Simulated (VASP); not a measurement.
FeSi, 8 atoms in the cell. The structure is cubic, space group P2_13 (No. 198). The conventional cell has a = 4.447 Å, b = 4.447 Å, c = 4.447 Å, α = 90.00°, β = 90.00°, γ = 90.00°. Within 3.0 Å of Fe (site symmetry 3) lie 7 Si at 2.28 to 2.50 Å and 6 Fe at 2.73 Å. Within 3.0 Å of Si (site symmetry 3) lie 7 Fe at 2.28 to 2.50 Å and 6 Si at 2.76 Å.  This cell differs from its parent crystal: volume changed by +3%.

| Property | Result |
| --- | --- |
| Program | VASP 6.6.1 |
| Task | single point |
| Functional | r2SCAN |
| Potentials or basis | VASP PAW PBE potentials, release 64 (Fe, Si) |
| Cutoff | 660 eV |
| k mesh | 6 × 6 × 6 |
| Occupations | gaussian, width 0.01 eV |
| Spin | no spin polarisation |
| Dipole correction | no |
| Further INCAR settings | ALGO = Normal; EDIFF = 1e-06; NBANDS = 34 |

Potentials or basis: VASP PAW PBE potentials, release 64 (Fe, Si).

Command:

```bash
$ cat potpaw_PBE.64/Fe/POTCAR potpaw_PBE.64/Si/POTCAR > POTCAR
$ cp INCAR.step1 INCAR
$ mpirun -np 1 vasp_std > vasp.out
$ cp INCAR.step2 INCAR
$ mpirun -np 1 vasp_std > vasp.out
```

Hardware: 1 thread of Intel Xeon 8259CL (shared host).

Task: Estimate the wall time of this run.

Result: Wall time 12 min on 1 thread of Intel Xeon 8259CL, on a shared host, peak memory 0.3 GiB. Counts: k points 24.
